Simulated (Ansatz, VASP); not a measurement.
# Two plane-wave programs on MgH2

INCAR

```
PREC = Accurate
ENCUT = 600
EDIFF = 1E-6
ISMEAR = -1
SIGMA = 0.05
LREAL = F
LASPH = T
NELM = 120
ALGO = Normal
ISIF = 2
LWAVE = F
LCHARG = F
GGA = PS
NBANDS = 20
GGA_COMPAT = F
```

KPOINTS

```
regular mesh
0
Gamma
  3 3 3
```

Contents of POSCAR:

```
MgH2
1.0
    4.7892341100      0.0000000000      0.0000000000
    0.0000000000      4.7892341100      0.0000000000
    0.0000000000      0.0000000000      4.7892341100
Mg H
4 8
Direct
    0.5000000000      0.5000000000      0.0000000000
    0.5000000000      0.0000000000      0.5000000000
    0.0000000000      0.5000000000      0.5000000000
    0.0000000000      0.0000000000      0.0000000000
    0.1560614600      0.8439385400      0.3439385400
    0.8439385400      0.3439385400      0.1560614600
    0.3439385400      0.1560614600      0.8439385400
    0.6560614600      0.6560614600      0.6560614600
    0.8439385400      0.1560614600      0.6560614600
    0.1560614600      0.6560614600      0.8439385400
    0.6560614600      0.8439385400      0.1560614600
    0.3439385400      0.3439385400      0.3439385400
```

Input for Ansatz:

```yaml
crystal:
  lattice:
    - [4.78923411, 0.0, 0.0]
    - [0.0, 4.78923411, 0.0]
    - [0.0, 0.0, 4.78923411]
  atoms:
    - { symbol: Mg, position: [0.5, 0.5, 0.0] }
    - { symbol: Mg, position: [0.5, 0.0, 0.5] }
    - { symbol: Mg, position: [0.0, 0.5, 0.5] }
    - { symbol: Mg, position: [0.0, 0.0, 0.0] }
    - { symbol: H, position: [0.15606146, 0.84393854, 0.34393854] }
    - { symbol: H, position: [0.84393854, 0.34393854, 0.15606146] }
    - { symbol: H, position: [0.34393854, 0.15606146, 0.84393854] }
    - { symbol: H, position: [0.65606146, 0.65606146, 0.65606146] }
    - { symbol: H, position: [0.84393854, 0.15606146, 0.65606146] }
    - { symbol: H, position: [0.15606146, 0.65606146, 0.84393854] }
    - { symbol: H, position: [0.65606146, 0.84393854, 0.15606146] }
    - { symbol: H, position: [0.34393854, 0.34393854, 0.34393854] }
kpoints:
  mp_grid:
    grid: [3, 3, 3]
    shift: [0.0, 0.0, 0.0]
hamiltonian:
  xc: pbesol
  pseudopotentials:
    kind: paw
scf:
  occupations:
    method: fermi_dirac
    width: 0.05
output:
  write_density: true
  volumetric_format: npy
  elf: true
  band_densities:
    - { bands: [v1, v1] }
    - { bands: [c1, c1] }
```

Alike in both runs: task single point; functional PBEsol; k mesh 3 × 3 × 3; occupations fermi-dirac, width 0.05 eV; no spin polarisation.

```csv
,VASP,Ansatz
version,VASP 6.6.1,Ansatz 0.2.0
potentials or method,"VASP PAW PBE potentials, release 64 (Mg, H)","plane waves, PAW"
plane-wave cutoff (eV),600,420
valence electrons in the cell,16,48
```

|  | VASP | Ansatz | Ansatz less VASP |
| --- | --- | --- | --- |
| gap on the k mesh at the Fermi level (eV) | 2.42 | 2.42 | +0.001 |

VASP's potentials were made for PBE, not for PBEsol. VASP's potentials hold 16 valence electrons a cell and Ansatz's 48, so a difference there can come from the potentials and not from the codes.

The k mesh is coarse, so the values compare programs but aren't converged.
